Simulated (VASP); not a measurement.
Here is a VASP 6.6.1 calculation.

INCAR

```
SYSTEM = W
PREC = Accurate
ENCUT = 520
EDIFF = 1E-7
ISMEAR = 0
SIGMA = 0.15
LREAL = .FALSE.
LASPH = .TRUE.
NELM = 80
ALGO = Fast
ISIF = 2
LWAVE = .FALSE.
LCHARG = .TRUE.
GGA = PE
LELF = .TRUE.
LVHAR = .TRUE.
NBANDS = 13
```

KPOINTS

```
regular mesh
0
G
  20 20 20
  0 0 0
```

Contents of POSCAR:

```
W
1.0
   -1.7250840000      1.7250840000      1.6611920000
    1.7250840000     -1.7250840000      1.6611920000
    1.7250840000      1.7250840000     -1.6611920000
W
1
Direct
    0.0000000000      0.0000000000      0.0000000000
```

Potentials or basis: VASP PAW PBE potentials, release 64 (W_sv).

Run with:

```console
$ cat potpaw_PBE.64/W_sv/POTCAR > POTCAR
$ mpirun -np 1 vasp_std > vasp.out
```

**Question.** What does it give for the band gap on the k mesh?

**Answer.** Zero (bands 7 and 8 overlap by 4.54 eV).

**Question.** Predict the pressure.

**Answer.** -39.6 GPa.

Stress tensor (GPa, compression positive):
```
-42.11   0.00   0.00
  0.00 -42.11   0.00
  0.00   0.00 -34.69
```

Caveat: the cell differs from its parent crystal (strain +0.080 along x and y, +0.040 along z); the stress differs along the axes, from -42 to -35 GPa; spin-orbit coupling is left out, which moves the levels of the heavy elements.
